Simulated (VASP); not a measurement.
# AlNi3 (Pm-3m) in VASP: vibrations by perturbation theory with PBEsol

Aim: the vibrations by perturbation theory of AlNi3 with PBEsol.

Everything below comes from runs of VASP 6.6.1. Logs are shortened: lines on timing, memory, paths and dates and some standing lists are left out, and cuts for length are marked.

## (1) The cell of the first run

The structure is cubic, space group Pm-3m (No. 221). The conventional cell has a = 3.523 Å, b = 3.523 Å, c = 3.523 Å, α = 90.00°, β = 90.00°, γ = 90.00°. Within 3.3 Å of Ni (site symmetry 4/mmm) lie 8 Ni at 2.49 Å and 4 Al at 2.49 Å. Within 3.3 Å of Al (site symmetry m-3m) lie 12 Ni at 2.49 Å.

## (2) Vibrations by perturbation theory, PBEsol, collinear spin, ferromagnetic start

File INCAR:

```
PREC = Accurate ; ENCUT = 520
EDIFF = 1E-8 ; ISMEAR = -1
SIGMA = 0.05 ; LREAL = F
LASPH = T ; NELM = 150
ALGO = Normal ; ISIF = 2
LWAVE = F ; LCHARG = F
ISPIN = 2 ; MAGMOM = 1 1 1 0
LORBIT = 11 ; LMAXMIX = 4
GGA = PS ; IBRION = 8
NSW = 1
```

File KPOINTS:

```
Automatic mesh
0
Gamma
  6 6 6
```

File POSCAR:

```
AlNi3
1.0
    3.5230547267      0.0000000000      0.0000000000
    0.0000000000      3.5230547267      0.0000000000
    0.0000000000      0.0000000000      3.5230547267
Ni Al
3 1
Direct
    0.5000000000      0.5000000000      0.0000000000
    0.5000000000      0.0000000000      0.5000000000
    0.0000000000      0.5000000000      0.5000000000
    0.0000000000      0.0000000000      0.0000000000
```

Potentials or basis: VASP PAW PBE potentials, release 64 (Ni, Al).

Started as:

```
$ cat potpaw_PBE.64/Ni/POTCAR potpaw_PBE.64/Al/POTCAR > POTCAR
$ mpirun -np 1 vasp_std > vasp.out
```

OUTCAR:

```text
PREC = Accurate
   ENCUT = 520
   EDIFF = 1E-8
   ISMEAR = -1
   LREAL = F
   LASPH = T
   NELM = 150
   ISIF = 2
   ISPIN = 2
   LORBIT = 11
   GGA = PS
   IBRION = 8
   NSW = 1

 ion  position               nearest neighbor table
   1  0.500  0.500  0.000-   2 2.49   3 2.49   4 2.49   2 2.49   3 2.49   2 2.49   4 2.49   2 2.49
                             3 2.49   4 2.49   3 2.49   4 2.49
   2  0.500  0.000  0.500-   1 2.49   3 2.49   4 2.49   1 2.49   4 2.49   1 2.49   3 2.49   1 2.49
                             3 2.49   4 2.49   4 2.49   3 2.49
   3  0.000  0.500  0.500-   1 2.49   2 2.49   4 2.49   1 2.49   4 2.49   2 2.49   4 2.49   4 2.49
                             1 2.49   2 2.49   1 2.49   2 2.49
   4  0.000  0.000  0.000-   1 2.49   2 2.49   3 2.49   2 2.49   3 2.49   1 2.49   3 2.49   3 2.49
                             1 2.49   2 2.49   2 2.49   1 2.49

  LATTYP: Found a simple cubic cell.
 ALAT       =     3.5230547267

  Lattice vectors:

 A1 = (   3.5230547267,   0.0000000000,   0.0000000000)
 A2 = (   0.0000000000,   3.5230547267,   0.0000000000)
 A3 = (   0.0000000000,   0.0000000000,   3.5230547267)

Analysis of symmetry for initial positions (statically):
=====================================================================
 Subroutine PRICEL returns:
 Original cell was already a primitive cell.

 Routine SETGRP: Setting up the symmetry group for a
 simple cubic supercell.

 Subroutine GETGRP returns: Found 48 space group operations
 (whereof 48 operations were pure point group operations)
 out of a pool of 48 trial point group operations.

The static configuration has the point symmetry O_h .

Analysis of symmetry for dynamics (positions and initial velocities):
=====================================================================
 Subroutine PRICEL returns:
 Original cell was already a primitive cell.

 Routine SETGRP: Setting up the symmetry group for a
 simple cubic supercell.

 Subroutine GETGRP returns: Found 48 space group operations
 (whereof 48 operations were pure point group operations)
 out of a pool of 48 trial point group operations.

The dynamic configuration has the point symmetry O_h .

Analysis of structural, dynamic, and magnetic symmetry:
=====================================================================
 Subroutine PRICEL returns:
 Original cell was already a primitive cell.

 Routine SETGRP: Setting up the symmetry group for a
 simple cubic supercell.

 Subroutine GETGRP returns: Found 48 space group operations
 (whereof 48 operations were pure point group operations)
 out of a pool of 48 trial point group operations.

The overall configuration has the point symmetry O_h .

 Subroutine INISYM returns: Found 48 space group operations
 (whereof 48 operations are pure point group operations),
 and found     1 'primitive' translations

----------------------------------------------------------------------------------------

                                     Primitive cell

  volume of cell :      43.7279

  direct lattice vectors                    reciprocal lattice vectors
[... 1146 lines left out ...]
     22      14.1074      0.00000

------------------------ aborting loop because EDIFF is reached ----------------------------------------

  FORCE on cell =-STRESS in cart. coord.  units (eV):
  Direction    XX          YY          ZZ          XY          YZ          ZX
  --------------------------------------------------------------------------------------
  -------------------------------------------------------------------------------------
  Total       -0.1398660     -0.1398660     -0.1398660     -0.0000000      0.0000000     -0.0000000
  in kB       -5.1246554     -5.1246554     -5.1246554     -0.0000000      0.0000000     -0.0000000
  external PRESSURE =      -5.1246554 kB  Pullay stress =       0.0000000 kB

 VOLUME and BASIS-vectors are now :
 -----------------------------------------------------------------------------
  energy-cutoff  :      520.00
  volume of cell :       43.73
      direct lattice vectors                 reciprocal lattice vectors
     3.523054727  0.000000000  0.000000000     0.283844583  0.000000000  0.000000000
     0.000000000  3.523054727  0.000000000     0.000000000  0.283844583  0.000000000
     0.000000000  0.000000000  3.523054727     0.000000000  0.000000000  0.283844583

 POSITION                                       TOTAL-FORCE (eV/Angst)
 -----------------------------------------------------------------------------------
      1.76153      1.76153      0.00000         0.000000      0.000000      0.000000
      1.76153      0.00000      1.76153         0.000000      0.000000      0.000000
      0.00000      1.76153      1.76153         0.000000      0.000000      0.000000
      0.00000      0.00000      0.00000         0.000000      0.000000      0.000000
 -----------------------------------------------------------------------------------
    total drift:                                0.000000      0.000000      0.000000

  FREE ENERGIE OF THE ION-ELECTRON SYSTEM (eV)
  ---------------------------------------------------
  free  energy   TOTEN  =       -24.3071571651 eV

  energy  without entropy=      -24.2759917485  energy(sigma->0) =      -24.29157446

[... ionic steps 2 to 12 ...]

--------------------------------------- Ionic step       13  -------------------------------------------

 Free energy of the ion-electron system (eV)
  ---------------------------------------------------
  ---------------------------------------------------
  free energy    TOTEN  =        -0.00778328 eV

  energy without entropy =       -0.00778328

------------------------ aborting loop because EDIFF is reached ----------------------------------------

 INTERNAL STRAIN TENSOR  FOR ION    4  DIRECTION 1   (eV/Angst):
 -----------------------------------------------------------------------------
    -0.04823 -0.00000  0.00000
    -0.00000  0.01873  0.00000
     0.00000  0.00000  0.01873

 INTERNAL STRAIN TENSOR FOR ION    4 for displacements in x,y,z  (eV/Angst):
          X           Y           Z          XY          YZ          ZX
  --------------------------------------------------------------------------------
  x     0.00000     0.00000     0.00000     0.00000     0.00000     0.00000
  y     0.00000     0.00000     0.00000     0.00000     0.00000     0.00000
  z     0.00000     0.00000     0.00000     0.00000     0.00000     0.00000

 SECOND DERIVATIVES (NOT SYMMETRIZED)
 ------------------------------------
               1X          1Y          1Z          2X          2Y          2Z          3X          3Y          3Z          4X          4Y          4Z
  1X    -9.382648    0.000000    0.000000    0.205004    0.000000    0.000000    4.753242    0.000000    0.000000    4.424402    0.000000    0.000000
  1Y     0.000000   -9.382648    0.000000    0.000000    4.753242    0.000000    0.000000    0.205004    0.000000    0.000000    4.424402    0.000000
  1Z     0.000000   -0.000000   -9.105110   -0.000000    0.000000    4.752975    0.000000    0.000000    4.752975   -0.000000   -0.000000   -0.400841
  2X     0.205004    0.000000    0.000000   -9.382648    0.000000    0.000000    4.753242    0.000000    0.000000    4.424402    0.000000    0.000000
  2Y     0.000000    4.752975    0.000000   -0.000000   -9.105110   -0.000000    0.000000    4.752975    0.000000    0.000000   -0.400841    0.000000
  2Z     0.000000    0.000000    4.753242    0.000000    0.000000   -9.382648    0.000000    0.000000    0.205004    0.000000    0.000000    4.424402
  3X     4.752975    0.000000    0.000000    4.752975    0.000000    0.000000   -9.105110   -0.000000   -0.000000   -0.400841    0.000000    0.000000
  3Y     0.000000    0.205004    0.000000    0.000000    4.753242    0.000000    0.000000   -9.382648    0.000000    0.000000    4.424402    0.000000
  3Z     0.000000    0.000000    4.753242    0.000000    0.000000    0.205004    0.000000    0.000000   -9.382648    0.000000    0.000000    4.424402
  4X     4.424982   -0.000000    0.000000    4.424982    0.000000    0.000000   -0.398366    0.000000   -0.000000   -8.451598    0.000000    0.000000
  4Y    -0.000000    4.424982    0.000000    0.000000   -0.398366   -0.000000    0.000000    4.424982    0.000000    0.000000   -8.451598    0.000000
  4Z    -0.000000   -0.000000   -0.398366    0.000000    0.000000    4.424982    0.000000    0.000000    4.424982    0.000000    0.000000   -8.451598

 Eigenvectors and eigenvalues of the dynamical matrix
 ----------------------------------------------------

   1 f  =   10.243904 THz    64.364344 2PiTHz  341.699842 cm-1    42.365362 meV
             X         Y         Z           dx          dy          dz
      1.761527  1.761527  0.000000    -0.113516    0.380924   -0.000000
      1.761527  0.000000  1.761527    -0.113516   -0.252505    0.000000
      0.000000  1.761527  1.761527     0.075247    0.380924    0.000000
      0.000000  0.000000  0.000000     0.223892   -0.751315   -0.000000
[... 71 lines left out ...]
  12 f/i=    0.000897 THz     0.005639 2PiTHz    0.029937 cm-1     0.003712 meV
             X         Y         Z           dx          dy          dz
      1.761527  1.761527  0.000000     0.268090    0.229024   -0.405909
      1.761527  0.000000  1.761527     0.268090    0.229065   -0.405838
      0.000000  1.761527  1.761527     0.268137    0.229024   -0.405838
      0.000000  0.000000  0.000000     0.181732    0.155250   -0.275107

--------------------------------------------------------------------------------------------------------

 ELASTIC MODULI CONTR FROM IONIC RELAXATION (kBar)
 Direction    XX          YY          ZZ          XY          YZ          ZX
 --------------------------------------------------------------------------------
 XX           0.0000      0.0000      0.0000      0.0000      0.0000      0.0000
 YY           0.0000      0.0000      0.0000      0.0000      0.0000      0.0000
 ZZ           0.0000      0.0000      0.0000      0.0000      0.0000      0.0000
 XY           0.0000      0.0000      0.0000      0.0000      0.0000      0.0000
 YZ           0.0000      0.0000      0.0000      0.0000      0.0000      0.0000
 ZX           0.0000      0.0000      0.0000      0.0000      0.0000      0.0000
 --------------------------------------------------------------------------------

 total charge

# of ion       s       p       d       tot
------------------------------------------
    1        0.511   0.550   8.395   9.455
    2        0.511   0.550   8.395   9.455
    3        0.511   0.550   8.395   9.455
    4        0.410   0.404   0.000   0.815
--------------------------------------------------
tot          1.943   2.054  25.185  29.181

 magnetization (x)

# of ion       s       p       d       tot
------------------------------------------
    1       -0.002  -0.007   0.240   0.231
    2       -0.002  -0.007   0.240   0.231
    3       -0.002  -0.007   0.240   0.231
    4       -0.000  -0.008   0.000  -0.008
--------------------------------------------------
tot         -0.007  -0.029   0.720   0.684
```

It took 4.7 min on 1 thread of Oxide Virtual Turin-like, shared host; peak memory 0.34 GiB.

What came out:

| Quantity | Value |
| --- | --- |
| Net moment | 0.66 μB per cell |
| Site moments | Ni +0.23; Al -0.01 μB |
| Valence electrons inside the program's atomic spheres | Ni 9.46; Al 0.81 |
| Highest phonon frequency at Γ | 342 cm⁻¹ |

Phonon frequencies in cm⁻¹ (negative: imaginary):
| q point | frequencies |
| --- | --- |
| (0.000, 0.000, 0.000) | 0 0 0 211 211 211 231 231 231 342 342 342 |

Caveat: the PAW data sets were made with another functional, which shifts forces and pressure a little.
